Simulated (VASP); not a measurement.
Write the native input for VASP 6.6.1 that does the following.

```yaml
Task: single point
Functional: PBE
Potentials_or_basis: VASP PAW PBE potentials, release 64 (Mn_pv, I)
Cutoff: 520 eV
k_mesh: 4 × 4 × 4
Occupations: gaussian, width 0.1 eV
Spin: collinear spin, ferromagnetic start
Starting_moments: "[4.0, 0.0, 0.0, 0.0, 0.0] μB"
Dipole_correction: no
Further_INCAR_settings: ALGO = Normal; EDIFF = 1e-06; NBANDS = 32
```

The structure of MnI4 lies in POSCAR:

```
MnI4
1.0
   -3.6016185700      3.6016185700      3.6016185700
    3.6016185700     -3.6016185700      3.6016185700
    3.6016185700      3.6016185700     -3.6016185700
Mn I
1 4
Direct
    0.0000000000      0.0000000000      0.0000000000
    0.5000000000      0.5000000000      0.5000000000
    0.5000000000      0.0000000000      0.0000000000
    0.0000000000      0.0000000000      0.5000000000
    0.0000000000      0.5000000000      0.0000000000
```

These files were run (other wordings do the same):

INCAR

```
SYSTEM = MnI4
ALGO     = Normal         ! electronic algorithm
EDIFF    = 1E-6           ! SCF threshold, eV
ENCUT    = 520            ! plane-wave cutoff, eV
GGA      = PE             ! functional
ISIF     = 2              ! what is computed and relaxed
ISMEAR   = 0              ! smearing method
ISPIN    = 2              ! spin polarisation
LASPH    = .True.         ! aspherical terms in the spheres
LCHARG   = .True.         ! write CHGCAR
LELF     = .True.         ! ELF
LMAXMIX  = 4              ! l up to which the mixer works
LORBIT   = 11             ! projections on sites
LREAL    = .False.        ! projectors in reciprocal space
LVHAR    = .True.       
LWAVE    = .False.        ! write WAVECAR
MAGMOM   = 4 0 0 0 0      ! initial moments
NBANDS   = 32             ! bands
NELM     = 150            ! most SCF steps
PREC     = Accurate       ! precision mode
SIGMA    = 0.1            ! smearing width, eV
```

KPOINTS

```
k-points
0
Gamma
  4 4 4
  0 0 0
```

Potentials or basis: VASP PAW PBE potentials, release 64 (Mn_pv, I).

The run is started by

```console
$ cat potpaw_PBE.64/Mn_pv/POTCAR potpaw_PBE.64/I/POTCAR > POTCAR
$ mpirun -np 1 vasp_std > vasp.out
```

It gave:

The pressure is 0.2 GPa. The net moment is 4.64 μB per cell and the site moments are Mn +4.36; I -0.01 μB. The valence electrons inside the program's atomic spheres are Mn 11.18; I 4.23.

Run time: 2.6 min on 1 thread of Intel(R) Xeon(R) Platinum 8375C CPU @ 2.90GHz (Ice Lake), with other jobs on the host, peak memory 0.43 GiB.
